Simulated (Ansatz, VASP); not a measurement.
# One calculation of Na3Al, two programs

Contents of INCAR:

```
SYSTEM = Na3Al
PREC     = Accurate       ! precision mode
ENCUT    = 520            ! plane-wave cutoff, eV
EDIFF    = 1E-7           ! SCF threshold, eV
ISMEAR   = 1              ! smearing method
SIGMA    = 0.1            ! smearing width, eV
LREAL    = .FALSE.        ! projectors in reciprocal space
LASPH    = .TRUE.         ! aspherical terms in the spheres
NELM     = 60             ! most SCF steps
ALGO     = Normal         ! electronic algorithm
ISIF     = 2              ! what is computed and relaxed
LWAVE    = .FALSE.        ! write WAVECAR
LCHARG   = .TRUE.         ! write CHGCAR
GGA      = PE             ! functional
LELF     = .TRUE.         ! ELF
LVHAR    = .TRUE.       
NBANDS   = 20             ! bands
```

File KPOINTS:

```
regular mesh
0
G
  5 5 5
  0 0 0
```

The input POSCAR:

```
Na3Al
1.0
    0.0000000000      3.7547574731      3.7547574731
    3.7547574731      0.0000000000      3.7547574731
    3.7547574731      3.7547574731      0.0000000000
Na Al
3 1
Direct
    0.2500000000      0.2500000000      0.2500000000
    0.7500000000      0.7500000000      0.7500000000
    0.5000000000      0.5000000000      0.5000000000
    0.0000000000      0.0000000000      0.0000000000
```

Input for Ansatz:

```yaml
crystal:
  lattice:
    - [0.0, 3.754757473051182, 3.754757473051182]
    - [3.754757473051182, 0.0, 3.754757473051182]
    - [3.754757473051182, 3.754757473051182, 0.0]
  atoms:
    - { symbol: Na, position: [0.25, 0.25, 0.25] }
    - { symbol: Na, position: [0.75, 0.75, 0.75] }
    - { symbol: Na, position: [0.5, 0.5, 0.5] }
    - { symbol: Al, position: [0.0, 0.0, 0.0] }
basis:
  ecutwfc: 500.0
kpoints:
  mp_grid:
    grid: [5, 5, 5]
scf:
  convergence:
    dr2_threshold: 1.0e-08
  occupations:
    method: cold
    width: 0.1
output:
  stress: true
```

Alike in both runs: task single point; functional PBE; k mesh 5 × 5 × 5; no spin polarisation.

```csv
,VASP,Ansatz
version,VASP 6.6.1,Ansatz 0.2.0
potentials or method,"VASP PAW PBE potentials, release 64 (Na_pv, Al), cutoff 520 eV","plane waves, PAW"
occupations,"methfessel-paxton of order 1, width 0.1 eV","cold, width 0.1 eV"
valence electrons in the cell,24,30
```

```tsv
	VASP	Ansatz	Ansatz less VASP
pressure (GPa)	1.2	1.2	-0.01
```

VASP's potentials hold 24 valence electrons a cell and Ansatz's 30, so a difference there can come from the potentials and not from the codes. Ansatz's warnings: stress scf threshold loose.
